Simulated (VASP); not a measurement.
**MgO (Periclase): single point with PBE**

Crystal: MgO (Periclase).

```
CELL_PARAMETERS angstrom
0.00000 2.10537 2.10537
2.10537 0.00000 2.10537
2.10537 2.10537 0.00000
ATOMIC_POSITIONS crystal
Mg 0.00000 0.00000 0.00000
O 0.50000 0.50000 0.50000
```

This cell differs from its parent crystal: volume scaled by 0.97.

```json
{
  "Program": "VASP 6.6.1",
  "Task": "single point",
  "Functional": "PBE",
  "Potentials or basis": "VASP PAW PBE potentials, release 64 (Mg, O)",
  "Cutoff": "520 eV",
  "k mesh": "10 × 10 × 10",
  "Occupations": "gaussian, width 0.02 eV",
  "Spin": "no spin polarisation"
}
```

```json
{"Pressure": "4.1 GPa", "Band gap on the k mesh": "4.74 eV, direct"}
```

Levels at points of the mesh, in eV from the valence-band top:
```csv
k point,band 1,band 2,band 3,band 4,band 5,band 6,band 7,band 8
"(0.00, 0.00, 0.00)",-17.27,0.00,0.00,0.00,4.74,15.81,15.81,15.81
"(0.50, 0.00, 0.00)",-15.98,-4.62,-0.65,-0.65,7.90,12.62,16.32,16.32
"(0.50, 0.50, 0.00)",-15.72,-4.09,-1.35,-1.35,9.12,9.98,13.11,18.99
```

It took 19 s on 1 thread of AMD EPYC 7R13 (shared host), peak memory 0.11 GiB.
